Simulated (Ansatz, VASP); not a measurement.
# Two plane-wave programs on WSe2

```
CELL_PARAMETERS angstrom
3.18938 0.00000 0.00000
-1.59469 2.76209 0.00000
0.00000 0.00000 7.40479
ATOMIC_POSITIONS crystal
W 0.00000 0.00000 0.00000
Se 0.33333 0.66667 0.21676
Se 0.33333 0.66667 0.78324
```

Alike in both runs: task single point; functional PBE; dispersion D3(BJ); k mesh 9 × 9 × 4; occupations gaussian, width 0.05 eV; no spin polarisation.

|  | VASP | Ansatz |
| --- | --- | --- |
| version | VASP 6.6.1 | Ansatz 0.2.0 |
| potentials or method | VASP PAW PBE potentials, release 64 (W_sv, Se), cutoff 520 eV | scalar-relativistic, plane waves, PAW |
| valence electrons in the cell | 26 | 46 |

|  | VASP | Ansatz | Ansatz less VASP |
| --- | --- | --- | --- |
| gap on the k mesh at the Fermi level (eV) | 1.76 | 1.75 | -0.002 |
| least direct gap on the mesh (eV) | 1.79 | 1.79 | +0.006 |
| pressure (GPa) | 15.6 | 15.1 | -0.46 |
| traceless stress, the component that is largest in VASP (GPa) | 2.48 | 2.38 | -0.103 |
| rms of the force components (eV/Å) | 1.200 | 1.165 | -0.0346 |

Atom by atom the forces differ by 0.035 eV/Å (rms over components). VASP's potentials hold 26 valence electrons a cell and Ansatz's 46, so a difference there can come from the potentials and not from the codes.

Spin-orbit coupling is off throughout.
